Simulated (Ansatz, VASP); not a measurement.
## Two plane-wave programs on Hf

```
Hf
1.0
    -1.70841    1.70841    1.70841
     1.70841   -1.70841    1.70841
     1.70841    1.70841   -1.70841
Hf
1
Direct
  0.00000 0.00000 0.00000
```

Alike in both runs: task relaxation of cell and atoms; functional PBEsol; k mesh 8 × 8 × 8; occupations gaussian, width 0.1 eV; no spin polarisation.

|  | VASP | Ansatz |
| --- | --- | --- |
| version | VASP 6.6.1 | Ansatz 0.2.0 |
| potentials or method | VASP PAW PBE potentials, release 64 (Hf_pv), cutoff 600 eV | scalar-relativistic, plane waves, PAW |
| valence electrons in the cell | 10 | 26 |

VASP gave:

- gap on the k mesh at the Fermi level, each at its own relaxed structure (eV): none
- relaxed volume (Å³/atom): 21.27
- relaxed length of the cell vector where the two differ most in proportion (Å): 3.023

**Question.** What did Ansatz give for the same quantities?

**Answer.** gap on the k mesh at the Fermi level, each at its own relaxed structure (eV): none; relaxed volume (Å³/atom): 21.31; relaxed length of the cell vector where the two differ most in proportion (Å): 3.025.

VASP's potentials were made for PBE, not for PBEsol. A gap of «none» marks a metal or a gap that the smearing closes. VASP's potentials hold 10 valence electrons a cell and Ansatz's 26, so a difference there can come from the potentials and not from the codes.

Spin-orbit coupling is off throughout.
